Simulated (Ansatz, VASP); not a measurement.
**One calculation of ZnSe, two programs**

File INCAR:

```
ALGO = Normal ; EDIFF = 1E-6
ENCUT = 520 ; GGA = PE
ISIF = 2 ; ISMEAR = 0
LASPH = T ; LCHARG = F
LREAL = F ; LWAVE = F
NBANDS = 16 ; NELM = 60
PREC = Accurate ; SIGMA = 0.02
```

Contents of KPOINTS:

```
k-points
0
Gamma
  8 8 8
```

File POSCAR:

```
ZnSe
1.0
    0.0000000000      2.8074155606      2.8074155606
    2.8074155606      0.0000000000      2.8074155606
    2.8074155606      2.8074155606      0.0000000000
Zn Se
1 1
Direct
    0.0000000000      0.0000000000      0.0000000000
    0.2500000000      0.2500000000      0.2500000000
```

Input for Ansatz:

```yaml
crystal:
  lattice:
    - [0.0, 2.8074155606, 2.8074155606]
    - [2.8074155606, 0.0, 2.8074155606]
    - [2.8074155606, 2.8074155606, 0.0]
  atoms:
    - { symbol: Zn, position: [0.0, 0.0, 0.0] }
    - { symbol: Se, position: [0.25, 0.25, 0.25] }
basis:
  ecutwfc: 420
kpoints:
  mp_grid: { grid: [8, 8, 8] }
hamiltonian:
  xc: pbe
scf:
  occupations: { method: gaussian, width: 0.02 }
output:
  forces: true
  stress: true
  eigenvalues: true
```

Alike in both runs: task single point; functional PBE; k mesh 8 × 8 × 8; occupations gaussian, width 0.02 eV; no spin polarisation.

|  | VASP | Ansatz |
| --- | --- | --- |
| version | VASP 6.6.1 | Ansatz 0.2.0 |
| potentials or method | VASP PAW PBE potentials, release 64 (Zn, Se), cutoff 520 eV | scalar-relativistic, plane waves, PAW |
| valence electrons in the cell | 18 | 28 |

|  | VASP | Ansatz | Ansatz less VASP |
| --- | --- | --- | --- |
| gap on the k mesh at the Fermi level (eV) | 1.40 | 1.40 | -0.003 |
| least direct gap on the mesh (eV) | 1.40 | 1.40 | -0.003 |
| pressure (GPa) | 4.3 | 4.1 | -0.26 |

VASP's potentials hold 18 valence electrons a cell and Ansatz's 28, so a difference there can come from the potentials and not from the codes.
